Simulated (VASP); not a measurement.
Input of a VASP 6.6.1 run:

INCAR

```
  PREC = Accurate
  ENCUT = 520
  EDIFF = 1E-6
  ISMEAR = 0
  SIGMA = 0.05
  LREAL = False
  LASPH = True
  NELM = 80
  ALGO = Normal
  ISIF = 2
  LWAVE = False
  LCHARG = False
  GGA = PE
  NBANDS = 15
```

Contents of KPOINTS:

```
regular mesh
0
Gamma
  8 8 8
```

The input POSCAR:

```
SrO
1.0
    0.0000000000      2.5698000000      2.5698000000
    2.5698000000      0.0000000000      2.5698000000
    2.5698000000      2.5698000000      0.0000000000
Sr O
1 1
Direct
   -0.0729628765     -0.0729628765      0.0729628765
    0.5000000000      0.5000000000      0.5000000000
```

Potentials or basis: VASP PAW PBE potentials, release 64 (Sr_sv, O).

Launch:

```bash
$ cat potpaw_PBE.64/Sr_sv/POTCAR potpaw_PBE.64/O/POTCAR > POTCAR
$ mpirun -np 1 vasp_std > vasp.out
```

(1) Predict the band gap on the k mesh.

(2) Predict the pressure.

(3) What does it give for the largest force?

Answers

(1) 3.34 eV, indirect (least direct gap 3.46 eV).

(2) 8.3 GPa.

(3) 1.816 eV/Å.

Caveat: the cell differs from its parent crystal (all Sr atoms moved +0.375 Å, as atom 1 towards its neighbour atom 2 (O) at 2.570 Å); forces of over 1 eV/Å act on the atoms, so gaps and moduli don't describe the material at rest.
